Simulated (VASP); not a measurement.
# CaF3 (I4/mmm) in VASP: single point with r2SCAN

Aim: the single point of CaF3 with r2SCAN.

Program: VASP 6.6.1. These are calculated values, not measurements. Logs are shortened: lines on timing, memory, paths and dates and some standing lists are left out, and cuts for length are marked.

## Step 1: The cell of the first run

Symmetry: I4/mmm, No. 139, tetragonal system. The conventional cell has a = 3.921 Å, b = 3.921 Å, c = 6.653 Å, α = 90.00°, β = 90.00°, γ = 90.00°. Within 3.4 Å of Ca (site symmetry 4/mmm) lie 14 F at 2.57 to 3.33 Å. F (site symmetry -4m2) has 4 Ca at 2.57 Å and 10 F at 2.57 to 3.33 Å within 3.4 Å. Within 3.4 Å of F (site symmetry 4/mmm) lie 8 F at 2.57 Å and 6 Ca at 2.77 to 3.33 Å.

## Step 2: Single point, r2SCAN

Contents of POSCAR:

```
CaF3
1.0
   -1.9607200773      1.9607200773      3.3267115793
    1.9607200773     -1.9607200773      3.3267115793
    1.9607200773      1.9607200773     -3.3267115793
Ca F
1 3
Direct
    0.0000000000      0.0000000000      0.0000000000
    0.7500000000      0.2500000000      0.5000000000
    0.2500000000      0.7500000000      0.5000000000
    0.5000000000      0.5000000000      0.0000000000
```

Contents of INCAR.step1:

```
PREC     = Accurate       # precision mode
ENCUT    = 520            # plane-wave cutoff, eV
ISMEAR   = 1              # smearing method
SIGMA    = 0.1            # smearing width, eV
LREAL    = F              # projectors in reciprocal space
LASPH    = T              # aspherical terms in the spheres
NELM     = 100            # most SCF steps
NBANDS   = 24             # bands
GGA      = PE             # functional
ALGO     = Normal         # electronic algorithm
EDIFF    = 1E-4           # SCF threshold, eV
LWAVE    = T              # write WAVECAR
LCHARG   = F              # write CHGCAR
```

Contents of INCAR.step2:

```
PREC     = Accurate       # precision mode
ENCUT    = 520            # plane-wave cutoff, eV
EDIFF    = 1E-7           # SCF threshold, eV
ISMEAR   = 1              # smearing method
SIGMA    = 0.1            # smearing width, eV
LREAL    = F              # projectors in reciprocal space
LASPH    = T              # aspherical terms in the spheres
NELM     = 100            # most SCF steps
ALGO     = Normal         # electronic algorithm
ISIF     = 2              # what is computed and relaxed
LWAVE    = F              # write WAVECAR
LCHARG   = F              # write CHGCAR
METAGGA  = R2SCAN         # meta-GGA
LMIXTAU  = T            
NBANDS   = 24             # bands
ISTART   = 1
```

Contents of KPOINTS:

```
regular mesh
0
Gamma
  9 9 9
```

Potentials or basis: VASP PAW PBE potentials, release 64 (Ca_sv, F).

Started as:

```console
> cat potpaw_PBE.64/Ca_sv/POTCAR potpaw_PBE.64/F/POTCAR > POTCAR
> cp INCAR.step1 INCAR
> mpirun -np 1 vasp_std > vasp.out
> cp INCAR.step2 INCAR
> mpirun -np 1 vasp_std > vasp.out
```

OUTCAR:

```text
PREC = Accurate
   ENCUT = 520
   EDIFF = 1E-7
   ISMEAR = 1
   LREAL = F
   LASPH = T
   NELM = 100
   ISIF = 2
   METAGGA = R2SCAN
   ISTART = 1

 ion  position               nearest neighbor table
   1  0.000  0.000  0.000-
   2  0.750  0.250  0.500-
   3  0.250  0.750  0.500-
   4  0.500  0.500  0.000-

  LATTYP: Found a body centered tetragonal cell.
 ALAT       =     3.9214401546
 C/A-ratio  =     1.6966784896

  Lattice vectors:

 A1 = (  -1.9607200773,   1.9607200773,   3.3267115793)
 A2 = (   1.9607200773,  -1.9607200773,   3.3267115793)
 A3 = (   1.9607200773,   1.9607200773,  -3.3267115793)

Analysis of symmetry for initial positions (statically):
=====================================================================
 Subroutine PRICEL returns:
 Original cell was already a primitive cell.

 Routine SETGRP: Setting up the symmetry group for a
 body centered tetragonal supercell.

 Subroutine GETGRP returns: Found 16 space group operations
 (whereof 16 operations were pure point group operations)
 out of a pool of 16 trial point group operations.

The static configuration has the point symmetry D_4h.

Analysis of symmetry for dynamics (positions and initial velocities):
=====================================================================
 Subroutine PRICEL returns:
 Original cell was already a primitive cell.

 Routine SETGRP: Setting up the symmetry group for a
 body centered tetragonal supercell.

 Subroutine GETGRP returns: Found 16 space group operations
 (whereof 16 operations were pure point group operations)
 out of a pool of 16 trial point group operations.

The dynamic configuration has the point symmetry D_4h.

 Subroutine INISYM returns: Found 16 space group operations
 (whereof 16 operations are pure point group operations),
 and found     1 'primitive' translations

----------------------------------------------------------------------------------------

                                     Primitive cell

  volume of cell :      51.1571

  direct lattice vectors                    reciprocal lattice vectors
    -1.960720077  1.960720077  3.326711579     0.000000000  0.255008354  0.150298572
[... 80 lines left out ...]
 SYSTEM =  unknown system
   PREC   = accura    normal or accurate (medium, high low for compatibility)
   ISTART =      1    job   : 0-new  1-cont  2-samecut
   ICHARG =      0    charge: 1-file 2-atom 10-const
   ISPIN  =      1    spin polarized calculation?
   LNONCOLLINEAR =      F non collinear calculations
   LSORBIT =      F    spin-orbit coupling
   LASPH  =      T    aspherical Exc in radial PAW
   ENCUT  =  520.0 eV  38.22 Ry    6.18 a.u.   8.05  8.05  8.05*2*pi/ulx,y,z
   NELM   =    100;   NELMIN=  2; NELMDL=  0     # of ELM steps
   EDIFF  = 0.1E-06   stopping-criterion for ELM
   LREAL  =      F    real-space projection
   EDIFFG = 0.1E-05   stopping-criterion for IOM
   NSW    =      0    number of steps for IOM
   IBRION =     -1    ionic relax: 0-MD 1-quasi-New 2-CG
   NFREE  =      0    steps in history (QN), initial steepest desc. (CG)
   ISIF   =      2    stress and relaxation
   ISYM   =      2    0-nonsym 1-usesym 2-fastsym
   POTIM  = 0.5000    time-step for ionic-motion
   TEBEG  =    0.0;   TEEND  =   0.0 temperature during run
   PSTRESS=    0.0 pullay stress
   NELECT =      31.0000    total number of electrons
   NUPDOWN=      -1.0000    fix difference up-down
   EMIN   =  10.00;   EMAX   =-10.00  energy-range for DOS
   EFERMI =   0.00;   METHOD = LEGACY
   ISMEAR =     1;   SIGMA  =   0.10  broadening in eV -4-tet -1-fermi 0-gaus
   EFERMI_NEDOS =   21; number of points for ismear=-14 and -15
   IALGO  =     38    algorithm
   IMIX   =      4    mixing-type and parameters
     AMIX     =   0.40;   BMIX     =  1.00
     AMIX_MAG =   1.60;   BMIX_MAG =  1.00
  volume/ion in A,a.u.               =      12.79        86.31
  Fermi-wavevector in a.u.,A,eV,Ry     =   1.385351  2.617935 26.112281  1.919199
  Thomas-Fermi vector in A             =   2.509770
   LORBIT       =      0    0 simple, 1 ext, 2 COOP (PROOUT), +10 PAW based schemes
   METAGGA = R2SCAN    functional components
   LHFCALC =     F    Hartree Fock is set to
   AEXX    =    0.0000 exact exchange contribution
   IVDW    =     0    specifies the selected vdW correction
   LEPSILON=     F    determine dielectric tensor
   LRPA    =     F    only Hartree local field effects (RPA)
 non-spin polarized calculation
 Methfessel and Paxton  Order N= 1 SIGMA  =   0.10
  energy-cutoff  :      520.00
  volume of cell :       51.16
 maximum number of plane-waves:      1404
   NGX = 17   NGY = 17   NGZ = 17

 number of electron      30.9999983 magnetization

 Free energy of the ion-electron system (eV)
  ---------------------------------------------------
  ext. energy  EPLUGINS =         0.00000000
  ---------------------------------------------------
  free energy    TOTEN  =       -27.59467174 eV

  energy without entropy =      -27.57561341  energy(sigma->0) =      -27.58831896

 E-fermi :  -1.7960     XC(G=0): -10.4836

 val. band max:       -1.7966012517   @ k =  -0.3333   0.2222   0.0000
 cond. band min:      -1.7957143300   @ k =  -0.4444   0.1111  -0.0000
 fundamental gap:      0.0008869217
 Fermi energy:        -1.7959758057

 k-point     1 :       0.0000    0.0000    0.0000
  band No.  band energies     occupation
      1     -40.1489      2.00000
      2     -23.3160      2.00000
      3     -22.3120      2.00000
      4     -22.1520      2.00000
      5     -20.1952      2.00000
      6     -20.1952      2.00000
[... 637 lines left out ...]
     23      12.8128      0.00000
     24      15.1758      0.00000

 [... further k-points ...]
[... 5 lines left out ...]
  --------------------------------------------------------------------------------------
  -------------------------------------------------------------------------------------
  Total       -2.7111389     -2.7111389     -3.1079110      0.0000000      0.0000000      0.0000000
  in kB      -84.9094489    -84.9094489    -97.3358496      0.0000000      0.0000000      0.0000000
  external PRESSURE =     -89.0515825 kB  Pullay stress =       0.0000000 kB

 VOLUME and BASIS-vectors are now :
 -----------------------------------------------------------------------------
  energy-cutoff  :      520.00
  volume of cell :       51.16
      direct lattice vectors                 reciprocal lattice vectors
    -1.960720077  1.960720077  3.326711579     0.000000000  0.255008354  0.150298572
     1.960720077 -1.960720077  3.326711579     0.255008354  0.000000000  0.150298572
     1.960720077  1.960720077 -3.326711579     0.255008354  0.255008354  0.000000000

 POSITION                                       TOTAL-FORCE (eV/Angst)
 -----------------------------------------------------------------------------------
      0.00000      0.00000      0.00000         0.000000     -0.000000     -0.000000
     -0.00000      1.96072      1.66336         0.000000      0.000000     -0.000000
      1.96072     -0.00000      1.66336        -0.000000     -0.000000      0.000000
      0.00000      0.00000      3.32671         0.000000     -0.000000     -0.000000
 -----------------------------------------------------------------------------------
    total drift:                               -0.000000     -0.000000      0.000000

  FREE ENERGIE OF THE ION-ELECTRON SYSTEM (eV)
  ---------------------------------------------------
  free  energy   TOTEN  =       -27.5946717371 eV

  energy  without entropy=      -27.5756134129  energy(sigma->0) =      -27.58831896
```

OSZICAR.step1:

```text
N       E                     dE             d eps       ncg     rms          rms(c)
DAV:   1     0.258040732913E+03    0.25804E+03   -0.16977E+04  3600   0.129E+03
DAV:   2    -0.570124333068E+01   -0.26374E+03   -0.25468E+03  4888   0.349E+02
DAV:   3    -0.184299756149E+02   -0.12729E+02   -0.12617E+02  4232   0.786E+01
DAV:   4    -0.187462156652E+02   -0.31624E+00   -0.31593E+00  5192   0.105E+01
DAV:   5    -0.187475306801E+02   -0.13150E-02   -0.13150E-02  4208   0.719E-01    0.826E+00
DAV:   6    -0.186794574746E+02    0.68073E-01   -0.14201E+01  4016   0.174E+01    0.803E+00
DAV:   7    -0.179413643234E+02    0.73809E+00   -0.49039E+00  4048   0.115E+01    0.320E+00
DAV:   8    -0.178881024829E+02    0.53262E-01   -0.39787E-01  4152   0.380E+00    0.151E+00
DAV:   9    -0.178970077870E+02   -0.89053E-02   -0.10055E-01  4296   0.183E+00    0.134E+00
DAV:  10    -0.178900949152E+02    0.69129E-02   -0.18851E-02  4952   0.625E-01    0.396E-01
DAV:  11    -0.178907385254E+02   -0.64361E-03   -0.34894E-03  4232   0.316E-01    0.252E-01
DAV:  12    -0.178909622995E+02   -0.22377E-03   -0.42974E-03  4176   0.279E-01    0.208E-01
DAV:  13    -0.178908306614E+02    0.13164E-03   -0.90723E-04  3216   0.143E-01    0.119E-02
DAV:  14    -0.178908481517E+02   -0.17490E-04   -0.66556E-05  1896   0.534E-02
   1 F= -.17890848E+02 E0= -.17884717E+02  d E =-.183944E-01
```

Wall time 1.9 min (1 thread of Intel Xeon 6975P-C (Granite Rapids), shared host); peak memory 0.23 GiB.

What came out:

```yaml
Free_energy: -27.5947 eV
Pressure: -8.9 GPa
```

Caveat: the PAW data sets were made with another functional, which shifts forces and pressure a little; an odd number of electrons without spin polarisation forces a metal; a magnetic or distorted state may lie lower.
